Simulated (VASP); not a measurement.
Set up this calculation in VASP 6.6.1, as the native input.

```yaml
Task: relaxation of cell and atoms
Functional: PBE
Potentials_or_basis: VASP PAW PBE potentials, release 64 (B, Br)
Cutoff: 600 eV
k_mesh: 18 × 18 × 10
Occupations: gaussian, width 0.1 eV
Spin: no spin polarisation
Dipole_correction: no
Further_INCAR_settings: ALGO = Normal; EDIFF = 1e-06; IBRION = 2; EDIFFG = -0.01; NSW = 100; ISIF = 3
```

The structure of B2Br lies in POSCAR:

```
B2Br
1.0
    3.0659160197      0.0000000000      0.0000000000
   -1.5329580098      2.6551611589      0.0000000000
    0.0000000000      0.0000000000      5.2632534191
B Br
2 1
Direct
    0.3333333333      0.6666666667      0.5000000000
    0.6666666667      0.3333333333      0.5000000000
    0.0000000000      0.0000000000      0.0000000000
```

These files were run (other wordings do the same):

INCAR

```
ALGO     = Normal         # electronic algorithm
EDIFF    = 1E-6           # SCF threshold, eV
EDIFFG   = -0.01          # ionic threshold
ENCUT    = 600            # plane-wave cutoff, eV
GGA      = PE             # functional
IBRION   = 2              # ionic algorithm
ISIF     = 3              # what is computed and relaxed
ISMEAR   = 0              # smearing method
LASPH    = T              # aspherical terms in the spheres
LCHARG   = F              # write CHGCAR
LREAL    = F              # projectors in reciprocal space
LWAVE    = F              # write WAVECAR
NELM     = 100            # most SCF steps
NSW      = 100            # ionic steps
PREC     = Accurate       # precision mode
SIGMA    = 0.1            # smearing width, eV
```

KPOINTS

```
k-points
0
Gamma
  18 18 10
```

Potentials or basis: VASP PAW PBE potentials, release 64 (B, Br).

The run is started by

```console
$ cat potpaw_PBE.64/B/POTCAR potpaw_PBE.64/Br/POTCAR > POTCAR
$ mpirun -np 1 vasp_std > vasp.out
```

Results of the run:

The relaxed volume is 14.11 Å³/atom. The relaxed cell is a = 3.070 Å, b = 3.070 Å, c = 5.189 Å, α = 90.00°, β = 90.00°, γ = 120.00°. The space group after relaxing (to 0.05 Å) is P6/mmm (No. 191), the energy gained by relaxing is 0.2 meV/atom and the ionic steps are 6. The pressure after relaxing is 0.0 GPa.

Caveat: an odd number of electrons without spin polarisation forces a metal; a magnetic or distorted state may lie lower.

It took 5.2 min on 1 thread of Oxide Virtual Turin-like Processor, on a shared host, peak memory 0.24 GiB.
